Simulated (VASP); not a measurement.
Wanted: the native input for a VASP 6.6.1 run.

```
Task                   : single point
Functional             : LDA
Potentials or basis    : VASP PAW LDA potentials, release 64 (Ni)
Cutoff                 : 520 eV
k mesh                 : 13 × 13 × 13
Occupations            : fermi-dirac, width 0.05 eV
Spin                   : collinear spin, ferromagnetic start
Starting moments       : [1.0] μB
Dipole correction      : no
Further INCAR settings : ALGO = Fast; EDIFF = 1e-06; NBANDS = 15
```

The structure of Ni lies in POSCAR:

```
Ni
1.0
    0.0000000000      1.7021023080      1.7021023080
    1.7021023080      0.0000000000      1.7021023080
    1.7021023080      1.7021023080      0.0000000000
Ni
1
Direct
    0.0000000000      0.0000000000      0.0000000000
```

This cell differs from its parent crystal: volume scaled by 0.94.

The input as run:

INCAR

```
SYSTEM = Ni
ALGO     = Fast           ! electronic algorithm
EDIFF    = 1E-6           ! SCF threshold, eV
ENCUT    = 520            ! plane-wave cutoff, eV
ISIF     = 2              ! what is computed and relaxed
ISMEAR   = -1             ! smearing method
ISPIN    = 2              ! spin polarisation
LASPH    = .True.         ! aspherical terms in the spheres
LCHARG   = .False.        ! write CHGCAR
LMAXMIX  = 4              ! l up to which the mixer works
LORBIT   = 11             ! projections on sites
LREAL    = .False.        ! projectors in reciprocal space
LWAVE    = .False.        ! write WAVECAR
MAGMOM   = 1              ! initial moments
NBANDS   = 15             ! bands
NELM     = 150            ! most SCF steps
PREC     = Accurate       ! precision mode
SIGMA    = 0.05           ! smearing width, eV
```

KPOINTS

```
k-points
0
Gamma
  13 13 13
  0 0 0
```

Potentials or basis: VASP PAW LDA potentials, release 64 (Ni).

The run is started by

```console
$ cat potpaw_LDA.64/Ni/POTCAR > POTCAR
$ mpirun -np 1 vasp_std > vasp.out
```

Results of the run:

* Pressure: 4.5 GPa
* Net moment: 0.61 μB per cell
* Site moments: Ni +0.61 μB
* Valence electrons inside the program's atomic spheres: Ni 9.51

Wall time 34 s on 1 thread of AMD EPYC 7R43 64-Core Processor (Zen 3) (shared host), peak memory 0.09 GiB.
